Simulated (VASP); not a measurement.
## C: single point with HSE06

C:

```
C
1.0
     2.49340    0.00000    0.00000
    -1.24670    2.15935    0.00000
     0.00000    0.00000    4.14950
C
4
Direct
  0.33333 0.66667 0.00025
  0.66667 0.33333 0.50025
  0.33333 0.66667 0.37475
  0.66667 0.33333 0.87475
```

```json
{
  "Program": "VASP 6.6.1",
  "Task": "single point",
  "Functional": "HSE06",
  "Potentials or basis": "VASP PAW PBE potentials, release 64 (C)",
  "Cutoff": "520 eV",
  "k mesh": "9 × 9 × 4",
  "Occupations": "fermi-dirac, width 0.02 eV",
  "Spin": "no spin polarisation"
}
```

The pressure is 0.9 GPa. The largest force is 0.006 eV/Å and the band gap on the k mesh is 4.32 eV (least direct gap 6.34 eV).

Forces on the atoms (eV/Å):
```
C    0.000  0.000  0.006
C    0.000  0.000  0.006
C    0.000  0.000 -0.006
C    0.000  0.000 -0.006
```

Stress tensor (GPa, compression positive):
```
0.98 0.00 0.00
0.00 0.98 0.00
0.00 0.00 0.84
```

Levels at points of the mesh, in eV from the valence-band top:
| k point | band 5 | band 6 | band 7 | band 8 | band 9 | band 10 | band 11 | band 12 |
| --- | --- | --- | --- | --- | --- | --- | --- | --- |
| (0.00, 0.00, 0.00) | -3.41 | -0.50 | 0.00 | 0.00 | 6.34 | 6.34 | 6.77 | 9.80 |
| (0.00, 0.00, 0.50) | -2.04 | -2.04 | -2.04 | -2.04 | 8.81 | 8.81 | 8.81 | 8.81 |

Run time: 49 min on 1 thread of Intel(R) Xeon(R) Platinum 8259CL CPU @ 2.50GHz (Skylake/Cascade Lake), on a shared host, peak memory 0.24 GiB.

Caveat: the PAW data sets were made with another functional, which shifts forces and pressure a little. A k mesh can miss the band edges.
